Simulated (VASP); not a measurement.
# Be7Te (Im-3m) in VASP: single point with PBE

Aim: the single point of Be7Te with PBE.

Program: VASP 6.6.1. These are calculated values, not measurements. Logs are shortened: lines on timing, memory, paths and dates and some standing lists are left out, and cuts for length are marked.

## Step 1: The cell of the first run

It takes space group Im-3m (No. 229, cubic). Conventional cell: a = 5.687 Å, b = 5.687 Å, c = 5.687 Å, α = 90.00°, β = 90.00°, γ = 90.00°. Within 3.3 Å of Be (site symmetry 4/mmm) lie 12 Be at 2.46 to 2.84 Å and 2 Te at 2.84 Å. Within 3.3 Å of Be (site symmetry -3m) lie 12 Be at 2.46 to 2.84 Å and 2 Te at 2.46 Å. Within 3.3 Å of Te (site symmetry m-3m) lie 14 Be at 2.46 to 2.84 Å.

The cell was built from a structure type or drawn by symmetry, and may not be a known phase.

## Step 2: Single point, PBE

File INCAR:

```
SYSTEM = Be7Te
ALGO = Normal
EDIFF = 1E-6
ENCUT = 600
GGA = PE
GGA_COMPAT = .FALSE.
ISIF = 2
ISMEAR = 0
LASPH = .TRUE.
LCHARG = .FALSE.
LREAL = .FALSE.
LWAVE = .FALSE.
NBANDS = 20
NELM = 120
PREC = Accurate
SIGMA = 0.2
```

File KPOINTS:

```
k-points
0
G
  4 4 4
  0 0 0
```

File POSCAR:

```
Be7Te
1.0
   -2.8434570141      2.8434570141      2.8434570141
    2.8434570141     -2.8434570141      2.8434570141
    2.8434570141      2.8434570141     -2.8434570141
Be Te
7 1
Direct
    0.0000000000      0.5000000000      0.5000000000
    0.5000000000      0.5000000000      0.0000000000
    0.5000000000      0.0000000000      0.5000000000
    0.0000000000      0.0000000000      0.5000000000
    0.0000000000      0.5000000000      0.0000000000
    0.5000000000      0.0000000000      0.0000000000
    0.5000000000      0.5000000000      0.5000000000
    0.0000000000      0.0000000000      0.0000000000
```

Potentials or basis: VASP PAW PBE potentials, release 64 (Be, Te).

Launch:

```console
cat potpaw_PBE.64/Be/POTCAR potpaw_PBE.64/Te/POTCAR > POTCAR
mpirun -np 1 vasp_std > vasp.out
```

OUTCAR:

```text
SYSTEM = Be7Te
   EDIFF = 1E-6
   ENCUT = 600
   GGA = PE
   ISIF = 2
   ISMEAR = 0
   LASPH = .TRUE.
   LREAL = .FALSE.
   NELM = 120
   PREC = Accurate

 ion  position               nearest neighbor table
   1  0.000  0.500  0.500-   8 2.84   8 2.84
   2  0.500  0.500  0.000-   8 2.84   8 2.84
   3  0.500  0.000  0.500-   8 2.84   8 2.84
   4  0.000  0.000  0.500-   8 2.46   8 2.46
   5  0.000  0.500  0.000-   8 2.46   8 2.46
   6  0.500  0.000  0.000-   8 2.46   8 2.46
   7  0.500  0.500  0.500-   8 2.46   8 2.46
   8  0.000  0.000  0.000-   4 2.46   5 2.46   6 2.46   7 2.46   4 2.46   5 2.46   6 2.46   7 2.46
                             3 2.84   1 2.84   1 2.84   3 2.84   2 2.84   2 2.84

  LATTYP: Found a body centered cubic cell.
 ALAT       =     5.6869140282

  Lattice vectors:

 A1 = (  -2.8434570141,   2.8434570141,   2.8434570141)
 A2 = (   2.8434570141,  -2.8434570141,   2.8434570141)
 A3 = (   2.8434570141,   2.8434570141,  -2.8434570141)

Analysis of symmetry for initial positions (statically):
=====================================================================
 Subroutine PRICEL returns:
 Original cell was already a primitive cell.

 Routine SETGRP: Setting up the symmetry group for a
 body centered cubic supercell.

 Subroutine GETGRP returns: Found 48 space group operations
 (whereof 48 operations were pure point group operations)
 out of a pool of 48 trial point group operations.

The static configuration has the point symmetry O_h .

Analysis of symmetry for dynamics (positions and initial velocities):
=====================================================================
 Subroutine PRICEL returns:
 Original cell was already a primitive cell.

 Routine SETGRP: Setting up the symmetry group for a
 body centered cubic supercell.

 Subroutine GETGRP returns: Found 48 space group operations
 (whereof 48 operations were pure point group operations)
 out of a pool of 48 trial point group operations.

The dynamic configuration has the point symmetry O_h .

 Subroutine INISYM returns: Found 48 space group operations
 (whereof 48 operations are pure point group operations),
 and found     1 'primitive' translations

----------------------------------------------------------------------------------------

                                     Primitive cell

  volume of cell :      91.9602

  direct lattice vectors                    reciprocal lattice vectors
    -2.843457014  2.843457014  2.843457014     0.000000000  0.175842293  0.175842293
     2.843457014 -2.843457014  2.843457014     0.175842293  0.000000000  0.175842293
     2.843457014  2.843457014 -2.843457014     0.175842293  0.175842293  0.000000000

  length of vectors
     4.925012018  4.925012018  4.925012018     0.248678555  0.248678555  0.248678555

  position of ions in fractional coordinates (direct lattice)
     0.000000000  0.500000000  0.500000000
     0.500000000  0.500000000  0.000000000
     0.500000000  0.000000000  0.500000000
     0.000000000  0.000000000  0.500000000
     0.000000000  0.500000000  0.000000000
     0.500000000  0.000000000  0.000000000
     0.500000000  0.500000000  0.500000000
     0.000000000  0.000000000  0.000000000

  ion indices of the primitive-cell ions
   primitive index   ion index
                 1           1
                 2           2
                 3           3
                 4           4
                 5           5
                 6           6
                 7           7
                 8           8

----------------------------------------------------------------------------------------

 KPOINTS: k-points

Automatic generation of k-mesh.
 Grid dimensions read from file:
 generate k-points for:    4    4    4

 Generating k-lattice:

  Cartesian coordinates                     Fractional coordinates (reciprocal lattice)
     0.000000000  0.043960573  0.043960573     0.250000000  0.000000000  0.000000000
     0.043960573  0.000000000  0.043960573     0.000000000  0.250000000  0.000000000
     0.043960573  0.043960573  0.000000000     0.000000000  0.000000000  0.250000000

  Length of vectors
     0.062169639  0.062169639  0.062169639

  Shift w.r.t. Gamma in fractional coordinates (k-lattice)
     0.000000000  0.000000000  0.000000000

 Subroutine IBZKPT returns following result:
 ===========================================

 Found      8 irreducible k-points:

 Following reciprocal coordinates:
            Coordinates               Weight
  0.000000  0.000000  0.000000      1.000000
  0.250000  0.000000  0.000000     12.000000
  0.500000  0.000000  0.000000      6.000000
  0.250000  0.250000  0.000000     24.000000
  0.250000  0.250000  0.250000      2.000000
 -0.250000  0.250000  0.250000      6.000000
  0.500000  0.500000  0.250000     12.000000
  0.500000  0.500000  0.500000      1.000000
   k-points           NKPTS =      8   k-points in BZ     NKDIM =      8   number of bands    NBANDS=     20
   number of dos      NEDOS =    301   number of ions     NIONS =      8
   total plane-waves  NPLWV =  64000
   dimension x,y,z NGX =    40 NGY =   40 NGZ =   40
   dimension x,y,z NGXF=    80 NGYF=   80 NGZF=   80
   ions per type =               7   1
   NGX,Y,Z   is equivalent  to a cutoff of  13.50, 13.50, 13.50 a.u.
   NGXF,Y,Z  is equivalent  to a cutoff of  27.00, 27.00, 27.00 a.u.
 SYSTEM =  Be7Te
   PREC   = accura    normal or accurate (medium, high low for compatibility)
   ISTART =      0    job   : 0-new  1-cont  2-samecut
   ICHARG =      2    charge: 1-file 2-atom 10-const
   ISPIN  =      1    spin polarized calculation?
   LNONCOLLINEAR =      F non collinear calculations
   LSORBIT =      F    spin-orbit coupling
   LASPH  =      T    aspherical Exc in radial PAW
   ENCUT  =  600.0 eV  44.10 Ry    6.64 a.u.   9.84  9.84  9.84*2*pi/ulx,y,z
   NELM   =    120;   NELMIN=  2; NELMDL= -5     # of ELM steps
   EDIFF  = 0.1E-05   stopping-criterion for ELM
   LREAL  =      F    real-space projection
   EDIFFG = 0.1E-04   stopping-criterion for IOM
   NSW    =      0    number of steps for IOM
   IBRION =     -1    ionic relax: 0-MD 1-quasi-New 2-CG
   NFREE  =      0    steps in history (QN), initial steepest desc. (CG)
   ISIF   =      2    stress and relaxation
   ISYM   =      2    0-nonsym 1-usesym 2-fastsym
   POTIM  = 0.5000    time-step for ionic-motion
   TEBEG  =    0.0;   TEEND  =   0.0 temperature during run
   PSTRESS=    0.0 pullay stress
   NELECT =      20.0000    total number of electrons
   NUPDOWN=      -1.0000    fix difference up-down
   EMIN   =  10.00;   EMAX   =-10.00  energy-range for DOS
   EFERMI =   0.00;   METHOD = LEGACY
   ISMEAR =     0;   SIGMA  =   0.20  broadening in eV -4-tet -1-fermi 0-gaus
   EFERMI_NEDOS =   21; number of points for ismear=-14 and -15
   IALGO  =     38    algorithm
   IMIX   =      4    mixing-type and parameters
     AMIX     =   0.40;   BMIX     =  1.00
     AMIX_MAG =   1.60;   BMIX_MAG =  1.00
  volume/ion in A,a.u.               =      11.50        77.57
  Fermi-wavevector in a.u.,A,eV,Ry     =   0.984506  1.860446 13.187463  0.969251
  Thomas-Fermi vector in A             =   2.115743
   LORBIT       =      0    0 simple, 1 ext, 2 COOP (PROOUT), +10 PAW based schemes
   GGA     = PE    functional components
   LHFCALC =     F    Hartree Fock is set to
   AEXX    =    0.0000 exact exchange contribution
   IVDW    =     0    specifies the selected vdW correction
   LEPSILON=     F    determine dielectric tensor
   LRPA    =     F    only Hartree local field effects (RPA)
 non-spin polarized calculation
 Gauss-broadening in eV      SIGMA  =   0.20
  energy-cutoff  :      600.00
  volume of cell :       91.96
 maximum number of plane-waves:      3132
   NGX = 19   NGY = 19   NGZ = 19

 number of electron      20.0000001 magnetization

 Free energy of the ion-electron system (eV)
  ---------------------------------------------------
  ext. energy  EPLUGINS =         0.00000000
  ---------------------------------------------------
  free energy    TOTEN  =       -23.00636443 eV

  energy without entropy =      -22.92402476  energy(sigma->0) =      -22.96519460

 E-fermi :   7.4278     XC(G=0): -10.1979

 val. band max:        7.4128430282   @ k =   0.2500   0.2500   0.0000
 cond. band min:       7.5357180725   @ k =   0.2500   0.0000   0.0000
 fundamental gap:      0.1228750443
 Fermi energy:         7.4278393398

 k-point     1 :       0.0000    0.0000    0.0000
  band No.  band energies     occupation
      1      -7.1651      2.00000
      2       0.5260      2.00000
      3       0.5260      2.00000
      4       0.5260      2.00000
      5       1.2871      2.00000
      6       3.5893      2.00000
[... 12 lines left out ...]
     19      14.4278      0.00000
     20      16.0219      0.00000

 k-point     2 :       0.2500    0.0000    0.0000
  band No.  band energies     occupation
      1      -6.9971      2.00000
      2      -1.0926      2.00000
      3       0.3482      2.00000
      4       0.5922      2.00000
      5       2.0232      2.00000
      6       3.0552      2.00000
[... 12 lines left out ...]
     19      14.4348      0.00000
     20      14.5134      0.00000

 k-point     3 :       0.5000    0.0000    0.0000
  band No.  band energies     occupation
      1      -6.8029      2.00000
      2      -1.9075      2.00000
      3       0.1923      2.00000
      4       0.6281      2.00000
      5       1.3470      2.00000
      6       2.7093      2.00000
[... 12 lines left out ...]
     19      11.6799      0.00000
     20      12.2787      0.00000

 k-point     4 :       0.2500    0.2500    0.0000
  band No.  band energies     occupation
      1      -6.8058      2.00000
      2      -1.5834      2.00000
      3      -0.6638      2.00000
      4       0.4302      2.00000
      5       2.3639      2.00000
      6       3.0470      2.00000
[... 12 lines left out ...]
     19      12.1129      0.00000
     20      12.9900      0.00000

 k-point     5 :       0.2500    0.2500    0.2500
  band No.  band energies     occupation
      1      -6.7530      2.00000
      2      -1.0386      2.00000
      3      -1.0386      2.00000
      4      -1.0386      2.00000
      5       4.3293      2.00000
      6       4.3293      2.00000
[... 12 lines left out ...]
     19      13.7143      0.00000
     20      13.7143      0.00000

 k-point     6 :      -0.2500    0.2500    0.2500
  band No.  band energies     occupation
      1      -6.8609      2.00000
      2      -1.2123      2.00000
      3      -0.0446      2.00000
      4      -0.0446      2.00000
      5       1.8792      2.00000
      6       3.7456      2.00000
[... 12 lines left out ...]
     19      12.6760      0.00000
     20      13.0418      0.00000

 k-point     7 :       0.5000    0.5000    0.2500
  band No.  band energies     occupation
      1      -6.7100      2.00000
      2      -1.4733      2.00000
      3      -0.3491      2.00000
      4      -0.3268      2.00000
      5       1.9871      2.00000
      6       2.7194      2.00000
[... 12 lines left out ...]
     19      12.6224      0.00000
     20      12.7066      0.00000

 k-point     8 :       0.5000    0.5000    0.5000
  band No.  band energies     occupation
      1      -6.6118      2.00000
      2      -0.6646      2.00000
      3      -0.6646      2.00000
      4      -0.6646      2.00000
      5       0.9931      2.00000
      6       0.9931      2.00000
[... 12 lines left out ...]
     19      13.4363      0.00000
     20      13.4363      0.00000

------------------------ aborting loop because EDIFF is reached ----------------------------------------

  FORCE on cell =-STRESS in cart. coord.  units (eV):
  Direction    XX          YY          ZZ          XY          YZ          ZX
  --------------------------------------------------------------------------------------
  -------------------------------------------------------------------------------------
  Total       -0.1531356     -0.1531356     -0.1531356     -0.0000000     -0.0000000      0.0000000
  in kB       -2.6680066     -2.6680066     -2.6680066     -0.0000000     -0.0000000      0.0000000
  external PRESSURE =      -2.6680066 kB  Pullay stress =       0.0000000 kB

 VOLUME and BASIS-vectors are now :
 -----------------------------------------------------------------------------
  energy-cutoff  :      600.00
  volume of cell :       91.96
      direct lattice vectors                 reciprocal lattice vectors
    -2.843457014  2.843457014  2.843457014     0.000000000  0.175842293  0.175842293
     2.843457014 -2.843457014  2.843457014     0.175842293  0.000000000  0.175842293
     2.843457014  2.843457014 -2.843457014     0.175842293  0.175842293  0.000000000

 POSITION                                       TOTAL-FORCE (eV/Angst)
 -----------------------------------------------------------------------------------
      2.84346      0.00000      0.00000         0.000000     -0.000000     -0.000000
      0.00000      0.00000      2.84346        -0.000000     -0.000000      0.000000
      0.00000      2.84346      0.00000        -0.000000     -0.000000     -0.000000
      1.42173      1.42173     -1.42173        -0.000000      0.000000      0.000000
      1.42173     -1.42173      1.42173         0.000000      0.000000     -0.000000
     -1.42173      1.42173      1.42173         0.000000     -0.000000      0.000000
      1.42173      1.42173      1.42173        -0.000000     -0.000000      0.000000
      0.00000      0.00000      0.00000        -0.000000      0.000000     -0.000000
 -----------------------------------------------------------------------------------
    total drift:                               -0.000000      0.000000      0.000000

  FREE ENERGIE OF THE ION-ELECTRON SYSTEM (eV)
  ---------------------------------------------------
  free  energy   TOTEN  =       -23.0063644318 eV

  energy  without entropy=      -22.9240247595  energy(sigma->0) =      -22.96519460
```

Run time: 15 s. Hardware: 1 thread of Intel Xeon 6975P-C (Granite Rapids), shared host; peak memory 0.23 GiB.

What came out:

| Quantity | Value |
| --- | --- |
| Free energy | -23.0064 eV |
| Pressure | -0.3 GPa |
| Band gap on the k mesh | zero (bands 10 and 11 overlap by 1.56 eV) |

Caveat: the k points lie up to 0.39 Å⁻¹ apart, too coarse for converged energies and pressures of a metal; spin-orbit coupling is left out, which moves the levels of the heavy elements.
